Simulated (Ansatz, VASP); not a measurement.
**Ni in VASP and in Ansatz**

```
CELL_PARAMETERS angstrom
-1.35547 1.35547 1.35547
1.35547 -1.35547 1.35547
1.35547 1.35547 -1.35547
ATOMIC_POSITIONS crystal
Ni 0.00000 0.00000 0.00000
```

Alike in both runs: task single point; functional LDA; k mesh 13 × 13 × 13; occupations fermi-dirac, width 0.05 eV; collinear spin.

```csv
,VASP,Ansatz
version,VASP 6.6.1,Ansatz 0.2.0
potentials or method,"VASP PAW LDA potentials, release 64 (Ni_sv_GW)",Ansatz PAW
plane-wave cutoff (eV),590,420
valence electrons in the cell,18,18
```

Ansatz gave:

* gap on the k mesh at the Fermi level (eV): none
* pressure (GPa): 2.3
* net moment per atom (μB): 0.21
* size of the moment on the site where the two differ most (μB): 0.22

**Question.** What did VASP give for the same quantities?

**Answer.** gap on the k mesh at the Fermi level (eV): none; pressure (GPa): -1.4; net moment per atom (μB): 0.14; size of the moment on the site where the two differ most (μB): 0.14.

LDA's correlation is that of Perdew and Zunger in VASP and of Perdew and Wang (1992) in Ansatz. Site moments also hang on the region over which each program counts them. A gap of «none» marks a metal or a gap that the smearing closes.
